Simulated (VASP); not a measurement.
A run of VASP 6.6.1 is set up as follows.

The input INCAR:

```
SYSTEM = HfSiO4
PREC = Accurate
ENCUT = 520
EDIFF = 1E-6
ISMEAR = -1
SIGMA = 0.02
LREAL = .FALSE.
LASPH = .TRUE.
NELM = 100
ALGO = Normal
ISIF = 2
LWAVE = .FALSE.
LCHARG = .FALSE.
GGA = PE
NBANDS = 50
```

KPOINTS

```
regular mesh
0
G
  6 6 6
  0 0 0
```

File POSCAR:

```
HfSiO4
1.0
   -3.2908231527      3.2908231527      2.9559112561
    3.2908231527     -3.2908231527      2.9559112561
    3.2908231527      3.2908231527     -2.9559112561
Hf Si O
2 2 8
Direct
    0.0000000000      0.0000000000      0.0000000000
    0.7500000000      0.2500000000      0.5000000000
    0.2500000000      0.7500000000      0.5000000000
    0.5000000000      0.5000000000      0.0000000000
    0.1348807549      0.3196932833      0.8151874716
    0.0696932833      0.7545058118      0.6848125284
    0.0696932833      0.3848807549      0.3151874716
    0.5045058118      0.3196932833      0.1848125284
    0.6803067167      0.4954941882      0.8151874716
    0.6151192451      0.9303067167      0.6848125284
    0.2454941882      0.9303067167      0.3151874716
    0.6803067167      0.8651192451      0.1848125284
```

Potentials or basis: VASP PAW PBE potentials, release 64 (Hf_pv, Si, O).

Command:

```sh
$ cat potpaw_PBE.64/Hf_pv/POTCAR potpaw_PBE.64/Si/POTCAR potpaw_PBE.64/O/POTCAR > POTCAR
$ mpirun -np 1 vasp_std > vasp.out
```

(1) Predict the band gap on the k mesh.

(2) What does it give for the largest force?

(3) What does it give for the pressure?

Results:

(1) 5.44 eV (least direct gap 5.78 eV).

(2) 0.481 eV/Å.

(3) 7.4 GPa.

Caveat: the cell differs from its parent crystal (uniaxial z strain -1.0%); the cell stands under pressure; spin-orbit coupling is left out, which moves the levels of the heavy elements.
